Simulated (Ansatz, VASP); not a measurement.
## PtS2: VASP beside Ansatz

```
Pt S
1.0
     3.74416    0.00000    0.00000
     0.00000    3.74416    0.00000
     0.00000    0.00000    9.68076
Pt S
2 4
Direct
  0.50000 0.00000 0.00000
  0.00000 0.50000 0.50000
  0.50000 0.50000 0.85434
  0.50000 0.50000 0.64566
  0.50000 0.50000 0.14566
  0.50000 0.50000 0.35434
```

Alike in both runs: functional PBE; k mesh 4 × 4 × 2; occupations gaussian, width 0.1 eV; no spin polarisation.

Ansatz relaxed the structure, and its values are those at the end. VASP's run is a single point on that final structure, the one shown.

|  | VASP | Ansatz |
| --- | --- | --- |
| version | VASP 6.6.1 | Ansatz 0.2.0 |
| potentials or method | VASP PAW PBE potentials, release 64 (Pt_sv_GW, S), cutoff 570 eV | scalar-relativistic, plane waves, PAW |
| valence electrons in the cell | 60 | 60 |

Ansatz gave:

| Quantity | Value |
| --- | --- |
| gap on the k mesh at the Fermi level (eV) | none |
| pressure (GPa) | 0.0 |
| rms of the force components (eV/Å) | 0.014 |

Question: Which values does VASP return?

Answer: gap on the k mesh at the Fermi level (eV): none; pressure (GPa): -0.5; rms of the force components (eV/Å): 0.038.

A gap of «none» marks a metal or a gap that the smearing closes.

The k mesh is coarse, so the values compare programs but aren't converged. Spin-orbit coupling is off throughout.
